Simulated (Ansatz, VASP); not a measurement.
C: VASP beside Ansatz

POSCAR

```
C
1.0
    2.4596428949      0.0000000000      0.0000000000
   -1.2298214474      2.1301132312      0.0000000000
    0.0000000000      0.0000000000      8.2803246060
C
8
Direct
    0.0000000000      0.0000000000      0.0929334766
    0.0000000000      0.0000000000      0.5929334766
    0.0000000000      0.0000000000      0.4070665234
    0.0000000000      0.0000000000      0.9070665234
    0.3333333333      0.6666666667      0.1554962099
    0.6666666667      0.3333333333      0.6554962099
    0.3333333333      0.6666666667      0.3445037901
    0.6666666667      0.3333333333      0.8445037901
```

File INCAR.step1:

```
SYSTEM = C
ALGO = Normal
EDIFF = 1E-4
ENCUT = 520
GGA = PE
ISMEAR = 0
LASPH = .TRUE.
LCHARG = .FALSE.
LREAL = .FALSE.
LWAVE = .TRUE.
NBANDS = 26
NELM = 60
PREC = Accurate
SIGMA = 0.05
```

File INCAR.step2:

```
SYSTEM = C
ALGO = Normal
EDIFF = 1E-7
ENCUT = 520
ISIF = 2
ISMEAR = 0
ISTART = 1
LASPH = .TRUE.
LCHARG = .FALSE.
LMIXTAU = .TRUE.
LREAL = .FALSE.
LWAVE = .FALSE.
METAGGA = R2SCAN
NBANDS = 26
NELM = 60
PREC = Accurate
SIGMA = 0.05
```

KPOINTS

```
k-points
0
G
  12 12 4
  0 0 0
```

Input for Ansatz:

```yaml
crystal:
  lattice:
    - [2.4596428949, 0.0, 0.0]
    - [-1.2298214474, 2.1301132312, 0.0]
    - [0.0, 0.0, 8.280324606]
  atoms:
    - { symbol: C, position: [0.0, 0.0, 0.0929334766] }
    - { symbol: C, position: [0.0, 0.0, 0.5929334766] }
    - { symbol: C, position: [0.0, 0.0, 0.4070665234] }
    - { symbol: C, position: [0.0, 0.0, 0.9070665234] }
    - { symbol: C, position: [0.3333333333, 0.6666666667, 0.1554962099] }
    - { symbol: C, position: [0.6666666667, 0.3333333333, 0.6554962099] }
    - { symbol: C, position: [0.3333333333, 0.6666666667, 0.3445037901] }
    - { symbol: C, position: [0.6666666667, 0.3333333333, 0.8445037901] }
basis:
  ecutwfc: 500
kpoints:
  mp_grid: { grid: [12, 12, 4] }
hamiltonian:
  xc: r2scan
scf:
  occupations: { method: gaussian, width: 0.05 }
output:
  forces: true
  stress: true
  eigenvalues: true
  write_density: true
  write_potential: true
  elf: true
  volumetric_format: npy
```

Change from the starting cell: strain -0.0200 x Voigt [1, 1, 0, 0, 0, 0], atoms carried along.

Alike in both runs: task single point; functional r2SCAN; k mesh 12 × 12 × 4; occupations gaussian, width 0.05 eV; no spin polarisation.

|  | VASP | Ansatz |
| --- | --- | --- |
| version | VASP 6.6.1 | Ansatz 0.2.0 |
| potentials or method | VASP PAW PBE potentials, release 64 (C), cutoff 520 eV | scalar-relativistic, plane waves, PAW |
| valence electrons in the cell | 32 | 32 |

Ansatz gave:

* gap on the k mesh at the Fermi level (eV): 5.09
* least direct gap on the mesh (eV): 5.34
* pressure (GPa): 19.9
* traceless stress, the component that is largest in VASP (GPa): -18.38
* rms of the force components (eV/Å): 0.045

Task: Which values does VASP return?

Result: gap on the k mesh at the Fermi level (eV): 5.07; least direct gap on the mesh (eV): 5.30; pressure (GPa): 21.1; traceless stress, the component that is largest in VASP (GPa): -18.53; rms of the force components (eV/Å): 0.054.

VASP's potentials were made for PBE, not for r2SCAN. Atom by atom the forces differ by 0.008 eV/Å (rms over components). The functional is the same, so the differences come from potentials, cutoffs and numerics.
